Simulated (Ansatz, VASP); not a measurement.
**SnTe3: VASP beside Ansatz**

```
Te Sn
1.0
     0.00000    3.78240    3.78240
     3.78240    0.00000    3.78240
     3.78240    3.78240    0.00000
Te Sn
3 1
Direct
  0.50000 0.50000 0.50000
  0.75000 0.75000 0.75000
  0.25000 0.25000 0.25000
  0.00000 0.00000 0.00000
```

Alike in both runs: task single point; functional LDA; k mesh 6 × 6 × 6; occupations fermi-dirac, width 0.05 eV; no spin polarisation.

```csv
,VASP,Ansatz
version,VASP 6.6.1,Ansatz 0.2.0
potentials or method,"VASP PAW LDA potentials, release 64 (Te, Sn_d)",Ansatz PAW
plane-wave cutoff (eV),520,420
valence electrons in the cell,32,62
```

|  | VASP | Ansatz | Ansatz less VASP |
| --- | --- | --- | --- |
| gap on the k mesh at the Fermi level (eV) | none | none | - |
| pressure (GPa) | -0.7 | -0.7 | -0.02 |

LDA's correlation is that of Perdew and Zunger in VASP and of Perdew and Wang (1992) in Ansatz. A gap of «none» marks a metal or a gap that the smearing closes. VASP's potentials hold 32 valence electrons a cell and Ansatz's 62, so a difference there can come from the potentials and not from the codes.

Neither program's run includes spin-orbit coupling.
